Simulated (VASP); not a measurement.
# Mo (Im-3m) in VASP: further runs, part 2 of 2

VASP 6.6.1. The steps go on from the part before.

## Step 3: Single point, revPBE+D3(BJ), collinear spin, ferromagnetic start (volume scaled by 0.98)

The input, INCAR:

```
SYSTEM = Mo
  PREC = Accurate
  ENCUT = 520
  EDIFF = 1E-7
  ISMEAR = -1
  SIGMA = 0.025
  LREAL = .False.
  LASPH = .True.
  NELM = 150
  ALGO = Normal
  ISIF = 2
  LWAVE = .False.
  LCHARG = .False.
  ISPIN = 2
  MAGMOM = 1.14
  LORBIT = 11
  LMAXMIX = 4
  GGA = RE
  IVDW = 12
  NBANDS = 17
```

The input, KPOINTS:

```
Automatic mesh
0
Gamma
  12 12 12
  0 0 0
```

The input, POSCAR:

```
Mo
1.0
   -1.5731790612      1.5731790612      1.5731790612
    1.5731790612     -1.5731790612      1.5731790612
    1.5731790612      1.5731790612     -1.5731790612
Mo
1
Direct
    0.0000000000      0.0000000000      0.0000000000
```

Potentials or basis: VASP PAW PBE potentials, release 64 (Mo_sv).

The run is started by

```console
$ cat potpaw_PBE.64/Mo_sv/POTCAR > POTCAR
$ mpirun -np 1 vasp_std > vasp.out
```

OUTCAR:

```text
SYSTEM = Mo
   PREC = Accurate
   ENCUT = 520
   EDIFF = 1E-7
   ISMEAR = -1
   LREAL = .False.
   LASPH = .True.
   NELM = 150
   ISIF = 2
   ISPIN = 2
   LORBIT = 11
   GGA = RE
   IVDW = 12
 IVDW          = 12

 ion  position               nearest neighbor table
   1  0.000  0.000  0.000-

  LATTYP: Found a body centered cubic cell.
 ALAT       =     3.1463581224

  Lattice vectors:

 A1 = (  -1.5731790612,   1.5731790612,   1.5731790612)
 A2 = (   1.5731790612,  -1.5731790612,   1.5731790612)
 A3 = (   1.5731790612,   1.5731790612,  -1.5731790612)

Analysis of symmetry for initial positions (statically):
=====================================================================
 Subroutine PRICEL returns:
 Original cell was already a primitive cell.

 Routine SETGRP: Setting up the symmetry group for a
 body centered cubic supercell.

 Subroutine GETGRP returns: Found 48 space group operations
 (whereof 48 operations were pure point group operations)
 out of a pool of 48 trial point group operations.

The static configuration has the point symmetry O_h .

Analysis of symmetry for dynamics (positions and initial velocities):
=====================================================================
 Subroutine PRICEL returns:
 Original cell was already a primitive cell.

 Routine SETGRP: Setting up the symmetry group for a
 body centered cubic supercell.

 Subroutine GETGRP returns: Found 48 space group operations
 (whereof 48 operations were pure point group operations)
 out of a pool of 48 trial point group operations.

The dynamic configuration has the point symmetry O_h .

Analysis of structural, dynamic, and magnetic symmetry:
=====================================================================
 Subroutine PRICEL returns:
 Original cell was already a primitive cell.

 Routine SETGRP: Setting up the symmetry group for a
 body centered cubic supercell.

 Subroutine GETGRP returns: Found 48 space group operations
 (whereof 48 operations were pure point group operations)
 out of a pool of 48 trial point group operations.
[... 133 lines left out ...]
 maximum number of plane-waves:       430
   NGX = 11   NGY = 11   NGZ = 11

 number of electron      14.0000001 magnetization      -0.0006116

 number of electron      14.0000001 magnetization       0.0000207

 Free energy of the ion-electron system (eV)
  ---------------------------------------------------
  ext. energy  EPLUGINS =         0.00000000
  ---------------------------------------------------
  free energy    TOTEN  =       -10.49029395 eV

  energy without entropy =      -10.48957984  energy(sigma->0) =      -10.48993689

 E-fermi :  12.6583     XC(G=0): -13.3642

 val. band max:       12.5996769782   @ k =  -0.1667   0.2500   0.0833
 cond. band min:      12.6672724601   @ k =   0.5000   0.5000   0.0833
 fundamental gap:      0.0675954819
 Fermi energy:        12.6583398038

 spin component 1

 k-point     1 :       0.0000    0.0000    0.0000
  band No.  band energies     occupation
      1     -48.5871      1.00000
      2     -21.8452      1.00000
      3     -21.8452      1.00000
      4     -21.8452      1.00000
      5       5.4688      1.00000
      6      11.3339      1.00000
[... 459 lines left out ...]
      6       9.2812      1.00000
[... 9 lines left out ...]
     16      39.9351      0.00000
     17      41.2449      0.00000

 [... further k-points ...]

 spin component 2

 k-point     1 :       0.0000    0.0000    0.0000
  band No.  band energies     occupation
      1     -48.5871      1.00000
      2     -21.8452      1.00000
      3     -21.8452      1.00000
      4     -21.8452      1.00000
      5       5.4688      1.00000
      6      11.3339      1.00000
[... 459 lines left out ...]
      6       9.2812      1.00000
[... 9 lines left out ...]
     16      39.9351      0.00000
     17      41.2449      0.00000

 [... further k-points ...]

------------------------ aborting loop because EDIFF is reached ----------------------------------------

 Edisp (eV)   -1.33785

 E8    (eV) :    -0.9685

  FORCE on cell =-STRESS in cart. coord.  units (eV):
  Direction    XX          YY          ZZ          XY          YZ          ZX
  --------------------------------------------------------------------------------------
  -------------------------------------------------------------------------------------
  Total      -0.77918    -0.77918    -0.77918     0.00000     0.00000     0.00000
  in kB     -80.15914   -80.15914   -80.15914     0.00000     0.00000     0.00000
  external pressure =      -80.16 kB  Pullay stress =        0.00 kB

 VOLUME and BASIS-vectors are now :
 -----------------------------------------------------------------------------
  energy-cutoff  :      520.00
  volume of cell :       15.57
      direct lattice vectors                 reciprocal lattice vectors
    -1.573179061  1.573179061  1.573179061     0.000000000  0.317827775  0.317827775
     1.573179061 -1.573179061  1.573179061     0.317827775  0.000000000  0.317827775
     1.573179061  1.573179061 -1.573179061     0.317827775  0.317827775  0.000000000

 POSITION                                       TOTAL-FORCE (eV/Angst)
 -----------------------------------------------------------------------------------
      0.00000      0.00000      0.00000        -0.000000      0.000000      0.000000
 -----------------------------------------------------------------------------------
    total drift:                                0.000000     -0.000000      0.000000

  FREE ENERGIE OF THE ION-ELECTRON SYSTEM (eV)
  ---------------------------------------------------
  free  energy   TOTEN  =       -11.8281430002 eV

  energy  without entropy=      -11.8274288856  energy(sigma->0) =      -11.82778594

 total charge

# of ion       s       p       d       tot
------------------------------------------
    1        2.383   6.207   3.917  12.506

 magnetization (x)

# of ion       s       p       d       tot
------------------------------------------
    1        0.000   0.000   0.000   0.000
```

Run time: 66 s. Hardware: 1 thread of Intel Xeon 6975P-C, shared host; peak memory 0.16 GiB.

What came out:

* Free energy: -11.8281 eV
* Pressure: -8.0 GPa
* Band gap on the k mesh: zero (filled and empty bands overlap)
* Net moment: 0.00 μB per cell
* Valence electrons inside the program's atomic spheres: Mo 12.51
* Dispersion energy per atom: -1.338 eV

Levels at points of the mesh, in eV from the Fermi level:
Spin up:
| k point | band 5 | band 6 | band 7 | band 8 | band 9 | band 10 |
| --- | --- | --- | --- | --- | --- | --- |
| (0.00, 0.00, 0.00) | -7.19 | -1.32 | -1.32 | -1.32 | 1.72 | 1.72 |
| (0.50, 0.00, 0.00) | -5.29 | -3.37 | 1.68 | 1.75 | 2.38 | 4.80 |
| (0.50, 0.50, 0.50) | -5.42 | -5.42 | 4.04 | 4.04 | 4.04 | 9.15 |
Spin down:
```csv
k point,band 4,band 5,band 6,band 7,band 8,band 9,band 10,band 11
"(0.00, 0.00, 0.00)",-34.50,-7.19,-1.32,-1.32,-1.32,1.72,1.72,14.88
"(0.50, 0.00, 0.00)",-34.52,-5.29,-3.37,1.68,1.75,2.38,4.80,11.76
"(0.50, 0.50, 0.50)",-35.48,-5.42,-5.42,4.04,4.04,4.04,9.15,9.15
```

Caveat: three body term missing; the PAW data sets were made with another functional, which shifts forces and pressure a little; pairwise dispersion overbinds metals, which lowers pressure and volume.
